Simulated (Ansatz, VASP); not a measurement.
MgZr2O2 in VASP and in Ansatz

INCAR

```
PREC = Accurate
ENCUT = 600
EDIFF = 1E-6
ISMEAR = 0
SIGMA = 0.1
LREAL = False
LASPH = True
NELM = 60
ALGO = Normal
ISIF = 3
LWAVE = False
LCHARG = False
GGA = PE
IBRION = 2
NSW = 100
EDIFFG = -0.01
```

KPOINTS

```
Automatic mesh
0
Gamma
  8 8 10
```

The input POSCAR:

```
MgZr2O2
1.0
    4.4395935854      0.0000000000      0.0000000000
    0.0000000000      4.4395935854      0.0000000000
    0.0000000000      0.0000000000      4.2182393324
Mg Zr O
1 2 2
Direct
    0.5000000000      0.5000000000      0.0000000000
    0.5000000000      0.0000000000      0.5000000000
    0.0000000000      0.5000000000      0.5000000000
    0.5000000000      0.0000000000      0.0000000000
    0.0000000000      0.5000000000      0.0000000000
```

Input for Ansatz:

```yaml
crystal:
  lattice:
    - [4.4395935854, 0.0, 0.0]
    - [0.0, 4.4395935854, 0.0]
    - [0.0, 0.0, 4.2182393324]
  atoms:
    - { symbol: Mg, position: [0.5, 0.5, 0.0] }
    - { symbol: Zr, position: [0.5, 0.0, 0.5] }
    - { symbol: Zr, position: [0.0, 0.5, 0.5] }
    - { symbol: O, position: [0.5, 0.0, 0.0] }
    - { symbol: O, position: [0.0, 0.5, 0.0] }
basis:
  ecutwfc: 420
kpoints:
  mp_grid: { grid: [8, 8, 10] }
hamiltonian:
  xc: pbe
scf:
  occupations: { method: gaussian, width: 0.1 }
output:
  forces: true
  stress: true
  eigenvalues: true
relax:
  adjacent_minimum: "off"
  f_tol: 0.01
  max_steps: 80
  cell: { stress_tol: 0.05 }
```

Alike in both runs: task relaxation of cell and atoms; functional PBE; k mesh 8 × 8 × 10; occupations gaussian, width 0.1 eV; no spin polarisation.

|  | VASP | Ansatz |
| --- | --- | --- |
| version | VASP 6.6.1 | Ansatz 0.2.0 |
| potentials or method | VASP PAW PBE potentials, release 64 (Mg, Zr_sv, O), cutoff 600 eV | scalar-relativistic, plane waves, PAW |
| valence electrons in the cell | 38 | 46 |

|  | VASP | Ansatz | Ansatz less VASP |
| --- | --- | --- | --- |
| gap on the k mesh at the Fermi level, each at its own relaxed structure (eV) | none | none | - |
| relaxed volume (Å³/atom) | 16.68 | 16.74 | +0.058 |
| relaxed cell length with the largest relative difference (Å) | 4.448 | 4.458 | +0.0093 |

A gap of «none» marks a metal or a gap that the smearing closes. VASP's potentials hold 38 valence electrons a cell and Ansatz's 46, so a difference there can come from the potentials and not from the codes.
